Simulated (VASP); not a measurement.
# Pd (Pm-3n) in VASP: a series of runs

Pd is run at these levels: PBEsol; tasks: single point, relaxation of cell and atoms.

Everything below comes from runs of VASP 6.6.1. Logs are shortened: lines on timing, memory, paths and dates and some standing lists are left out, and cuts for length are marked.

## 1. The cell of the first run

It takes space group Pm-3n (No. 223, cubic). Conventional cell: a = 4.927 Å, b = 4.927 Å, c = 4.927 Å, α = 90.00°, β = 90.00°, γ = 90.00°. Pd (site symmetry m-3) has 12 Pd at 2.75 Å within 3.6 Å. Pd (site symmetry -4m2) has 14 Pd at 2.46 to 3.02 Å within 3.3 Å.

## 2. Single point, PBEsol

Contents of INCAR:

```
SYSTEM = Pd
ALGO = Fast ; EDIFF = 1E-7
ENCUT = 520 ; GGA = PS
ISIF = 2 ; ISMEAR = 0
LASPH = .True. ; LCHARG = .False.
LREAL = .False. ; LWAVE = .False.
NBANDS = 50 ; NELM = 100
PREC = Accurate ; SIGMA = 0.1
```

Contents of KPOINTS:

```
k-points
0
Gamma
  8 8 8
  0 0 0
```

Contents of POSCAR:

```
Pd
1.0
    4.9272987394      0.0000000000      0.0000000000
    0.0000000000      4.9272987394      0.0000000000
    0.0000000000      0.0000000000      4.9272987394
Pd
8
Direct
    0.5000000000      0.5000000000      0.5000000000
    0.0000000000      0.0000000000      0.0000000000
    0.2500000000      0.0000000000      0.5000000000
    0.5000000000      0.2500000000      0.0000000000
    0.5000000000      0.7500000000      0.0000000000
    0.7500000000      0.0000000000      0.5000000000
    0.0000000000      0.5000000000      0.7500000000
    0.0000000000      0.5000000000      0.2500000000
```

Potentials or basis: VASP PAW PBE potentials, release 64 (Pd).

Started as:

```bash
> cat potpaw_PBE.64/Pd/POTCAR > POTCAR
> mpirun -np 1 vasp_std > vasp.out
```

OUTCAR:

```text
SYSTEM = Pd
   EDIFF = 1E-7
   ENCUT = 520
   GGA = PS
   ISIF = 2
   ISMEAR = 0
   LASPH = .True.
   LREAL = .False.
   NELM = 100
   PREC = Accurate

 ion  position               nearest neighbor table
   1  0.500  0.500  0.500-   3 2.75   4 2.75   5 2.75   6 2.75   7 2.75   8 2.75   4 2.75   5 2.75
                             3 2.75   6 2.75   7 2.75   8 2.75
   2  0.000  0.000  0.000-   3 2.75   4 2.75   5 2.75   6 2.75   7 2.75   8 2.75   3 2.75   6 2.75
                             7 2.75   8 2.75   4 2.75   5 2.75
   3  0.250  0.000  0.500-   6 2.46   6 2.46   1 2.75   2 2.75   1 2.75   2 2.75   8 3.02   5 3.02
                             4 3.02   5 3.02   4 3.02   7 3.02   8 3.02   7 3.02
   4  0.500  0.250  0.000-   5 2.46   5 2.46   1 2.75   1 2.75   2 2.75   2 2.75   8 3.02   3 3.02
                             3 3.02   6 3.02   6 3.02   7 3.02   7 3.02   8 3.02
   5  0.500  0.750  0.000-   4 2.46   4 2.46   1 2.75   1 2.75   2 2.75   2 2.75   8 3.02   3 3.02
                             3 3.02   6 3.02   6 3.02   7 3.02   7 3.02   8 3.02
   6  0.750  0.000  0.500-   3 2.46   3 2.46   1 2.75   2 2.75   1 2.75   2 2.75   8 3.02   4 3.02
                             4 3.02   5 3.02   5 3.02   7 3.02   8 3.02   7 3.02
   7  0.000  0.500  0.750-   8 2.46   8 2.46   1 2.75   2 2.75   2 2.75   1 2.75   3 3.02   4 3.02
                             5 3.02   3 3.02   6 3.02   6 3.02   4 3.02   5 3.02
   8  0.000  0.500  0.250-   7 2.46   7 2.46   1 2.75   2 2.75   2 2.75   1 2.75   3 3.02   4 3.02
                             5 3.02   3 3.02   6 3.02   6 3.02   4 3.02   5 3.02

  LATTYP: Found a simple cubic cell.
 ALAT       =     4.9272987394

  Lattice vectors:

 A1 = (   4.9272987394,   0.0000000000,   0.0000000000)
 A2 = (   0.0000000000,   4.9272987394,   0.0000000000)
 A3 = (   0.0000000000,   0.0000000000,   4.9272987394)

Analysis of symmetry for initial positions (statically):
=====================================================================
 Subroutine PRICEL returns:
 Original cell was already a primitive cell.

 Routine SETGRP: Setting up the symmetry group for a
 simple cubic supercell.

 Subroutine GETGRP returns: Found 48 space group operations
 (whereof 24 operations were pure point group operations)
 out of a pool of 48 trial point group operations.

The static configuration has the point symmetry T_h .
 The point group associated with its full space group is O_h .

Analysis of symmetry for dynamics (positions and initial velocities):
=====================================================================
 Subroutine PRICEL returns:
 Original cell was already a primitive cell.

 Routine SETGRP: Setting up the symmetry group for a
 simple cubic supercell.

 Subroutine GETGRP returns: Found 48 space group operations
 (whereof 24 operations were pure point group operations)
 out of a pool of 48 trial point group operations.

The dynamic configuration has the point symmetry T_h .
 The point group associated with its full space group is O_h .

 Subroutine INISYM returns: Found 48 space group operations
 (whereof 24 operations are pure point group operations),
 and found     1 'primitive' translations

----------------------------------------------------------------------------------------

                                     Primitive cell

  volume of cell :     119.6263

  direct lattice vectors                    reciprocal lattice vectors
     4.927298739  0.000000000  0.000000000     0.202950958  0.000000000  0.000000000
     0.000000000  4.927298739  0.000000000     0.000000000  0.202950958  0.000000000
     0.000000000  0.000000000  4.927298739     0.000000000  0.000000000  0.202950958

  length of vectors
     4.927298739  4.927298739  4.927298739     0.202950958  0.202950958  0.202950958

  position of ions in fractional coordinates (direct lattice)
     0.500000000  0.500000000  0.500000000
     0.000000000  0.000000000  0.000000000
     0.250000000  0.000000000  0.500000000
     0.500000000  0.250000000  0.000000000
     0.500000000  0.750000000  0.000000000
     0.750000000  0.000000000  0.500000000
     0.000000000  0.500000000  0.750000000
     0.000000000  0.500000000  0.250000000

  ion indices of the primitive-cell ions
   primitive index   ion index
                 1           1
                 2           2
                 3           3
                 4           4
                 5           5
                 6           6
                 7           7
                 8           8

----------------------------------------------------------------------------------------

 KPOINTS: k-points

Automatic generation of k-mesh.
 Grid dimensions read from file:
 generate k-points for:    8    8    8

 Generating k-lattice:

  Cartesian coordinates                     Fractional coordinates (reciprocal lattice)
     0.025368870  0.000000000  0.000000000     0.125000000  0.000000000  0.000000000
     0.000000000  0.025368870  0.000000000     0.000000000  0.125000000  0.000000000
     0.000000000  0.000000000  0.025368870     0.000000000  0.000000000  0.125000000

  Length of vectors
     0.025368870  0.025368870  0.025368870

  Shift w.r.t. Gamma in fractional coordinates (k-lattice)
     0.000000000  0.000000000  0.000000000

 Subroutine IBZKPT returns following result:
 ===========================================

 Found     35 irreducible k-points:

 Following reciprocal coordinates:
            Coordinates               Weight
  0.000000  0.000000  0.000000      1.000000
  0.125000  0.000000  0.000000      6.000000
  0.250000  0.000000  0.000000      6.000000
  0.375000  0.000000  0.000000      6.000000
  0.500000  0.000000  0.000000      3.000000
  0.125000  0.125000  0.000000     12.000000
[... 16 lines left out ...]
  0.375000  0.375000  0.125000     24.000000
  0.500000  0.375000  0.125000     24.000000
 [... further k-points ...]
   k-points           NKPTS =     35   k-points in BZ     NKDIM =     35   number of bands    NBANDS=     50
   number of dos      NEDOS =    301   number of ions     NIONS =      8
   total plane-waves  NPLWV =  64000
   dimension x,y,z NGX =    40 NGY =   40 NGZ =   40
   dimension x,y,z NGXF=    80 NGYF=   80 NGZF=   80
   ions per type =               8
   NGX,Y,Z   is equivalent  to a cutoff of  13.50, 13.50, 13.50 a.u.
   NGXF,Y,Z  is equivalent  to a cutoff of  26.99, 26.99, 26.99 a.u.
 SYSTEM =  Pd
   PREC   = accura    normal or accurate (medium, high low for compatibility)
   ISTART =      0    job   : 0-new  1-cont  2-samecut
   ICHARG =      2    charge: 1-file 2-atom 10-const
   ISPIN  =      1    spin polarized calculation?
   LNONCOLLINEAR =      F non collinear calculations
   LSORBIT =      F    spin-orbit coupling
   LASPH  =      T    aspherical Exc in radial PAW
   ENCUT  =  520.0 eV  38.22 Ry    6.18 a.u.   9.16  9.16  9.16*2*pi/ulx,y,z
   NELM   =    100;   NELMIN=  2; NELMDL= -5     # of ELM steps
   EDIFF  = 0.1E-06   stopping-criterion for ELM
   LREAL  =      F    real-space projection
   EDIFFG = 0.1E-05   stopping-criterion for IOM
   NSW    =      0    number of steps for IOM
   IBRION =     -1    ionic relax: 0-MD 1-quasi-New 2-CG
   NFREE  =      0    steps in history (QN), initial steepest desc. (CG)
   ISIF   =      2    stress and relaxation
   ISYM   =      2    0-nonsym 1-usesym 2-fastsym
   POTIM  = 0.5000    time-step for ionic-motion
   TEBEG  =    0.0;   TEEND  =   0.0 temperature during run
   PSTRESS=    0.0 pullay stress
   NELECT =      80.0000    total number of electrons
   NUPDOWN=      -1.0000    fix difference up-down
   EMIN   =  10.00;   EMAX   =-10.00  energy-range for DOS
   EFERMI =   0.00;   METHOD = LEGACY
   ISMEAR =     0;   SIGMA  =   0.10  broadening in eV -4-tet -1-fermi 0-gaus
   EFERMI_NEDOS =   21; number of points for ismear=-14 and -15
   IALGO  =     68    algorithm
   IMIX   =      4    mixing-type and parameters
     AMIX     =   0.40;   BMIX     =  1.00
     AMIX_MAG =   1.60;   BMIX_MAG =  1.00
  volume/ion in A,a.u.               =      14.95       100.91
  Fermi-wavevector in a.u.,A,eV,Ry     =   1.431625  2.705379 27.885822  2.049550
  Thomas-Fermi vector in A             =   2.551341
   LORBIT       =      0    0 simple, 1 ext, 2 COOP (PROOUT), +10 PAW based schemes
   GGA     = PS    functional components
   LHFCALC =     F    Hartree Fock is set to
   AEXX    =    0.0000 exact exchange contribution
   IVDW    =     0    specifies the selected vdW correction
   LEPSILON=     F    determine dielectric tensor
   LRPA    =     F    only Hartree local field effects (RPA)
 non-spin polarized calculation
 RMM-DIIS sequential band-by-band and
 Gauss-broadening in eV      SIGMA  =   0.10
  energy-cutoff  :      520.00
  volume of cell :      119.63
 maximum number of plane-waves:      3242
 NGX is ok and might be reduce to    40
   NGX = 19   NGY = 19   NGZ = 19

 number of electron      80.0000020 magnetization

 Free energy of the ion-electron system (eV)
  ---------------------------------------------------
  ext. energy  EPLUGINS =         0.00000000
  ---------------------------------------------------
  free energy    TOTEN  =       -46.58182279 eV

  energy without entropy =      -46.51044176  energy(sigma->0) =      -46.54613227

 E-fermi :   9.3805     XC(G=0): -13.2766

 val. band max:        9.3781885750   @ k =   0.5000   0.3750   0.0000
 cond. band min:       9.3849242548   @ k =   0.3750   0.0000   0.0000
 fundamental gap:      0.0067356798
 Fermi energy:         9.3805348859

 k-point     1 :       0.0000    0.0000    0.0000
  band No.  band energies     occupation
      1       2.2576      2.00000
      2       3.9436      2.00000
      3       3.9436      2.00000
      4       4.7283      2.00000
      5       4.8464      2.00000
      6       4.8464      2.00000
[... 42 lines left out ...]
     49      18.7279      0.00000
     50      18.7333      0.00000

 k-point     2 :       0.1250    0.0000    0.0000
  band No.  band energies     occupation
      1       2.3752      2.00000
      2       3.9250      2.00000
      3       4.0452      2.00000
      4       4.6606      2.00000
      5       4.7660      2.00000
      6       4.8682      2.00000
[... 42 lines left out ...]
     49      17.8310      0.00000
     50      17.8701      0.00000

 k-point     3 :       0.2500    0.0000    0.0000
  band No.  band energies     occupation
      1       2.7113      2.00000
      2       3.8828      2.00000
      3       4.2563      2.00000
      4       4.5005      2.00000
      5       4.8837      2.00000
      6       4.9199      2.00000
[... 42 lines left out ...]
     49      16.7053      0.00000
     50      16.7053      0.00000

 k-point     4 :       0.3750    0.0000    0.0000
  band No.  band energies     occupation
      1       3.2059      2.00000
      2       3.8537      2.00000
      3       4.3000      2.00000
      4       4.3641      2.00000
      5       4.8926      2.00000
      6       4.9942      2.00000
[... 999 lines left out ...]
 k-point    23 :       0.3750    0.3750    0.1250
  band No.  band energies     occupation
      1       4.0668      2.00000
      2       4.3289      2.00000
      3       4.5463      2.00000
      4       4.6046      2.00000
      5       4.6408      2.00000
      6       4.7868      2.00000
[... 42 lines left out ...]
     49      17.6087      0.00000
     50      18.4076      0.00000

 k-point    24 :       0.5000    0.3750    0.1250
  band No.  band energies     occupation
      1       4.2326      2.00000
      2       4.4428      2.00000
      3       4.5252      2.00000
      4       4.5880      2.00000
      5       4.6278      2.00000
      6       4.7651      2.00000
[... 42 lines left out ...]
     49      17.6167      0.00000
     50      18.2217      0.00000

 [... further k-points ...]

------------------------ aborting loop because EDIFF is reached ----------------------------------------

  FORCE on cell =-STRESS in cart. coord.  units (eV):
  Direction    XX          YY          ZZ          XY          YZ          ZX
  --------------------------------------------------------------------------------------
  -------------------------------------------------------------------------------------
  Total       -0.3154570     -0.3154570     -0.3154570      0.0000000     -0.0000000      0.0000000
  in kB       -4.2249743     -4.2249743     -4.2249743      0.0000000     -0.0000000      0.0000000
  external PRESSURE =      -4.2249743 kB  Pullay stress =       0.0000000 kB

 VOLUME and BASIS-vectors are now :
 -----------------------------------------------------------------------------
  energy-cutoff  :      520.00
  volume of cell :      119.63
      direct lattice vectors                 reciprocal lattice vectors
     4.927298739  0.000000000  0.000000000     0.202950958  0.000000000  0.000000000
     0.000000000  4.927298739  0.000000000     0.000000000  0.202950958  0.000000000
     0.000000000  0.000000000  4.927298739     0.000000000  0.000000000  0.202950958

 POSITION                                       TOTAL-FORCE (eV/Angst)
 -----------------------------------------------------------------------------------
      2.46365      2.46365      2.46365        -0.000000     -0.000000      0.000000
      0.00000      0.00000      0.00000        -0.000000     -0.000000      0.000000
      1.23182      0.00000      2.46365         0.000000     -0.000000      0.000000
      2.46365      1.23182      0.00000        -0.000000      0.000000     -0.000000
      2.46365      3.69547      0.00000         0.000000     -0.000000      0.000000
      3.69547      0.00000      2.46365        -0.000000      0.000000     -0.000000
      0.00000      2.46365      3.69547        -0.000000      0.000000     -0.000000
      0.00000      2.46365      1.23182         0.000000     -0.000000      0.000000
 -----------------------------------------------------------------------------------
    total drift:                               -0.000000     -0.000000      0.000000

  FREE ENERGIE OF THE ION-ELECTRON SYSTEM (eV)
  ---------------------------------------------------
  free  energy   TOTEN  =       -46.5818227889 eV

  energy  without entropy=      -46.5104417599  energy(sigma->0) =      -46.54613227
```

It took 2.7 min on 1 thread of AMD EPYC 9R45 (Zen 5), shared host; peak memory 0.29 GiB.

What came out:

```
Free energy            : -46.5818 eV
Pressure               : -0.4 GPa
Band gap on the k mesh : zero (bands 40 and 41 overlap by 0.29 eV)
```

Levels at points of the mesh, in eV from the Fermi level:
```csv
k point,band 38,band 39,band 40,band 41,band 42,band 43
"(0.00, 0.00, 0.00)",-0.21,0.08,0.08,0.08,2.48,2.48
"(0.50, 0.00, 0.00)",-0.48,0.06,0.06,0.52,0.52,3.17
"(0.50, 0.50, 0.00)",-0.13,-0.13,-0.07,0.08,0.32,0.32
"(0.50, 0.50, 0.50)",-0.34,-0.34,-0.34,1.20,1.20,1.20
```

Caveat: the PAW data sets were made with another functional, which shifts forces and pressure a little.

## 3. Relaxation of cell and atoms, PBEsol

This run uses another cell than the first one, of 15.23 Å³/atom.

Contents of INCAR:

```
PREC = Accurate ; ENCUT = 600
EDIFF = 1E-7 ; ISMEAR = 0
SIGMA = 0.1 ; LREAL = F
LASPH = T ; NELM = 60
ALGO = Fast ; ISIF = 3
LWAVE = F ; LCHARG = F
GGA = PS ; IBRION = 2
NSW = 100 ; EDIFFG = -0.01
```

Contents of KPOINTS:

```
Automatic mesh
0
Gamma
  8 8 8
```

POSCAR, as its differences from that of step 2:

```diff
@@ -2,5 +2,5 @@
 1.0
-    4.9272987394      0.0000000000      0.0000000000
-    0.0000000000      4.9272987394      0.0000000000
-    0.0000000000      0.0000000000      4.9272987394
+    4.9575973867      0.0000000000      0.0000000000
+    0.0000000000      4.9575973867      0.0000000000
+    0.0000000000      0.0000000000      4.9575973867
 Pd
```

Potentials or basis: VASP PAW PBE potentials, release 64 (Pd).

Started as:

```bash
> cat potpaw_PBE.64/Pd/POTCAR > POTCAR
> mpirun -np 1 vasp_std > vasp.out
```

Wall time 6.5 min (1 thread of AMD EPYC 9R45 (Zen 5), shared host); peak memory 0.32 GiB.

Results (log left out):

```
Free energy                           : -46.5851 eV
Relaxed volume                        : 14.92 Å³/atom
Relaxed cell                          : a = 4.924 Å, b = 4.924 Å, c = 4.924 Å, α = 90.00°, β = 90.00°, γ = 90.00°
Space group after relaxing (to 0.1 Å) : Pm-3n (No. 223)
Energy gained by relaxing             : 3.7 meV/atom
Ionic steps                           : 3
Pressure after relaxing               : 0.0 GPa
Band gap on the k mesh                : zero (bands 40 and 41 overlap by 0.29 eV)
```

The path:
```tsv
step	energy change (eV)	largest force (eV/Å)	pressure (GPa)	volume (Å³)
1	0.0000	0.0000	-3.76	121.85
2	0.0444	0.0000	6.65	115.65
3	-0.0300	0.0000	-0.03	119.38
```

Final structure:
```cif
data_structure
_symmetry_space_group_name_H-M 'P 1'
_symmetry_Int_Tables_number 1
_cell_length_a 4.9239
_cell_length_b 4.9239
_cell_length_c 4.9239
_cell_angle_alpha 90.000
_cell_angle_beta 90.000
_cell_angle_gamma 90.000
_cell_volume 119.38
loop_
_atom_site_label
_atom_site_type_symbol
_atom_site_fract_x
_atom_site_fract_y
_atom_site_fract_z
_atom_site_occupancy
Pd1 Pd 0.50000 0.50000 0.50000 1
Pd2 Pd 0.00000 0.00000 0.00000 1
Pd3 Pd 0.25000 0.00000 0.50000 1
Pd4 Pd 0.50000 0.25000 0.00000 1
Pd5 Pd 0.50000 0.75000 0.00000 1
Pd6 Pd 0.75000 0.00000 0.50000 1
Pd7 Pd 0.00000 0.50000 0.75000 1
Pd8 Pd 0.00000 0.50000 0.25000 1
```

Levels at points of the mesh, in eV from the Fermi level:
| k point | band 38 | band 39 | band 40 | band 41 | band 42 | band 43 |
| --- | --- | --- | --- | --- | --- | --- |
| (0.00, 0.00, 0.00) | -0.21 | 0.08 | 0.08 | 0.08 | 2.49 | 2.49 |
| (0.50, 0.00, 0.00) | -0.48 | 0.06 | 0.06 | 0.52 | 0.52 | 3.17 |
| (0.50, 0.50, 0.00) | -0.13 | -0.13 | -0.07 | 0.08 | 0.32 | 0.32 |
| (0.50, 0.50, 0.50) | -0.35 | -0.35 | -0.35 | 1.20 | 1.20 | 1.20 |

Caveat: the PAW data sets were made with another functional, which shifts forces and pressure a little.
